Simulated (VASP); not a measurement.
Here is a VASP 6.6.1 calculation.

Contents of INCAR:

```
SYSTEM = B
PREC = Accurate
ENCUT = 500
EDIFF = 1E-6
ISMEAR = -1
SIGMA = 0.08
LREAL = .False.
LASPH = .True.
NELM = 120
ALGO = Normal
ISIF = 2
LWAVE = .False.
LCHARG = .True.
GGA = PS
LELF = .True.
LVHAR = .True.
NBANDS = 8
GGA_COMPAT = .False.
```

Contents of KPOINTS:

```
regular mesh
0
Gamma
  27 27 27
  0 0 0
```

The input POSCAR:

```
B
1.0
   -0.9673255813      0.9673255813      0.9673255813
    0.9673255813     -0.9673255813      0.9673255813
    0.9673255813      0.9673255813     -0.9673255813
B
1
Direct
    0.0000000000      0.0000000000      0.0000000000
```

Potentials or basis: VASP PAW PBE potentials, release 64 (B).

Run with:

```console
$ cat potpaw_PBE.64/B/POTCAR > POTCAR
$ mpirun -np 1 vasp_std > vasp.out
```

What does it give for the pressure?

322.1 GPa.

Caveat: the PAW data sets were made with another functional, which shifts forces and pressure a little.
